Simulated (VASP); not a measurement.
MnHg, 2 atoms in the cell. It takes space group P4mm (No. 99, tetragonal). The conventional cell has a = 3.315 Å, b = 3.315 Å, c = 3.315 Å, α = 90.00°, β = 90.00°, γ = 90.00°. Within 3.7 Å of Mn (site symmetry 4mm) lie 8 Hg at 2.83 to 2.92 Å and 6 Mn at 3.31 to 3.32 Å. Hg (site symmetry 4mm) has 8 Mn at 2.83 to 2.92 Å and 6 Hg at 3.31 Å within 3.7 Å.  This cell differs from its parent crystal: atom 1 (Mn) moved by [0.0, 0.0, 0.08] A.

| Quantity | Value |
| --- | --- |
| Program | VASP 6.6.1 |
| Task | electric field gradients |
| Functional | PBE |
| Potentials or basis | VASP PAW PBE potentials, release 64 (Mn_pv, Hg) |
| Cutoff | 520 eV |
| k mesh | 11 × 11 × 11 |
| Occupations | fermi-dirac, width 0.08 eV |
| Spin | collinear spin, ferromagnetic start |
| Starting moments | [4.0, 0.0] μB |
| Dipole correction | no |
| Further INCAR settings | ALGO = Normal; EDIFF = 1e-08; NBANDS = 24 |

Potentials or basis: VASP PAW PBE potentials, release 64 (Mn_pv, Hg).

Run with:

```sh
$ cat potpaw_PBE.64/Mn_pv/POTCAR potpaw_PBE.64/Hg/POTCAR > POTCAR
$ mpirun -np 1 vasp_std > vasp.out
```

Hardware: 1 thread of Oxide Virtual Turin-like Processor, on a shared host.

Problem. How long does it take, and how much memory?

Solution. Wall time 3.7 min on 1 thread of Oxide Virtual Turin-like Processor, with other jobs on the host, peak memory 0.26 GiB. Counts: scf iterations 17, k points 126.
